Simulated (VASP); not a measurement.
GaN, 4 atoms in the cell. Symmetry: Cm, No. 8, monoclinic system. The conventional cell has a = 5.508 Å, b = 3.180 Å, c = 5.166 Å, α = 90.00°, β = 90.00°, γ = 90.00°. Ga (site symmetry m) has 4 N at 1.78 to 2.11 Å within 2.4 Å. Within 2.4 Å of Ga (site symmetry m) lie 4 N at 1.78 to 2.06 Å. N (site symmetry m) has 4 Ga at 1.78 to 2.06 Å within 2.4 Å. N (site symmetry m) has 4 Ga at 1.78 to 2.11 Å within 2.4 Å.  This cell differs from its parent crystal: all Ga atoms moved -0.200 Å, as atom 1 towards its neighbour atom 2 (Ga) at 3.169 Å.

```yaml
Program: VASP 6.6.1
Task: single point
Functional: r2SCAN
Potentials_or_basis: VASP PAW PBE potentials, release 64 (Ga_d, N)
Cutoff: 520 eV
k_mesh: 12 × 12 × 6
Occupations: gaussian, width 0.05 eV
Spin: no spin polarisation
Dipole_correction: no
Further_INCAR_settings: ALGO = Normal; EDIFF = 1e-06; NBANDS = 26
```

Potentials or basis: VASP PAW PBE potentials, release 64 (Ga_d, N).

Run with:

```bash
$ cat potpaw_PBE.64/Ga_d/POTCAR potpaw_PBE.64/N/POTCAR > POTCAR
$ cp INCAR.step1 INCAR
$ mpirun -np 1 vasp_std > vasp.out
$ cp INCAR.step2 INCAR
$ mpirun -np 1 vasp_std > vasp.out
```

Hardware: 1 thread of Intel(R) Xeon(R) 6975P-C (Granite Rapids), on a shared host.

Q: How long does it take, and how much memory?

A: Wall time 4.3 min on 1 thread of Intel(R) Xeon(R) 6975P-C (Granite Rapids), on a shared host, peak memory 0.35 GiB. Counts: k points 242.
